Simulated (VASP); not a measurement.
Here is a VASP 6.6.1 calculation.

Contents of INCAR:

```
PREC = Accurate
ENCUT = 500
EDIFF = 1E-6
ISMEAR = -1
SIGMA = 0.3
LREAL = False
LASPH = True
NELM = 200
ALGO = Normal
ISIF = 2
LWAVE = False
LCHARG = False
ISPIN = 2
MAGMOM = 2.64 -0.11
LORBIT = 11
NUPDOWN = 2.4
LMAXMIX = 4
GGA = CA
NBANDS = 20
GGA_COMPAT = False
```

Contents of KPOINTS:

```
regular mesh
0
Gamma
  9 9 9
```

Contents of POSCAR:

```
MnSe
1.0
    0.0000000000      2.7200000000      2.7200000000
    2.7200000000      0.0000000000      2.7200000000
    2.7200000000      2.7200000000      0.0000000000
Mn Se
1 1
Direct
    0.0000000000      0.0000000000      0.0000000000
    0.5000000000      0.5000000000      0.5000000000
```

Potentials or basis: VASP PAW LDA potentials, release 64 (Mn_pv, Se).

Launch:

```sh
$ cat potpaw_LDA.64/Mn_pv/POTCAR potpaw_LDA.64/Se/POTCAR > POTCAR
$ mpirun -np 1 vasp_std > vasp.out
```

Q: Predict the pressure.

A: -18.0 GPa.

Caveat: the cell stands under tension; so wide a smearing shifts energies and pressures; the total moment is fixed, so each spin has its own Fermi level and the state may be an excited one; a cell with one magnetic atom can't hold antiferromagnetic order, which such compounds often take.
